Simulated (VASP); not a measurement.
Pt:

```
Pt
1.0
     4.40203    0.00000    0.00000
    -2.20101    3.81227    0.00000
     0.00000    0.00000    2.69844
Pt
3
Cartesian
  0.0000 0.0000 0.0000
  0.0000 2.5415 1.3492
  2.2010 1.2708 1.3492
```

This isn't the form of Pt at room conditions, which is fcc.

| Quantity | Value |
| --- | --- |
| Program | VASP 6.6.1 |
| Task | relaxation of cell and atoms |
| Functional | revPBE |
| Potentials or basis | VASP PAW PBE potentials, release 64 (Pt) |
| Cutoff | 600 eV |
| k mesh | 8 × 8 × 12 |
| Occupations | fermi-dirac, width 0.1 eV |
| Spin | no spin polarisation |

At the start: pressure 19.6 GPa; volume 15.09 Å³/atom.

Q: How do energy, volume and symmetry change on relaxing?

A: Over 9 steps the energy falls by 72.1 meV/atom and the volume is 16.21 Å³/atom (+7.4 %); space group P6/mmm (No. 191, to 0.1 Å) before and after.

The path:
```csv
step,energy change (eV),largest force (eV/Å),pressure (GPa),volume (Å³)
1,0.0000,0.0000,19.58,45.28
2,0.7006,0.0000,-24.08,58.44
3,-0.2091,0.0000,-1.74,49.04
4,-0.2102,0.0000,-0.71,48.80
5,-0.2102,0.0000,-0.39,48.73
6,-0.2155,0.0000,0.48,48.53
7,-0.2162,0.0000,0.24,48.58
8,-0.2161,0.0000,-0.37,48.71
9,-0.2162,0.0000,0.01,48.63
```

Final structure:
```
CELL_PARAMETERS angstrom
4.54963 0.00000 0.00000
-2.27482 3.94010 0.00000
0.00000 0.00000 2.71275
ATOMIC_POSITIONS crystal
Pt 0.00000 0.00000 0.00000
Pt 0.33333 0.66667 0.50000
Pt 0.66667 0.33333 0.50000
```

Caveat: the PAW data sets were made with another functional, which shifts forces and pressure a little.
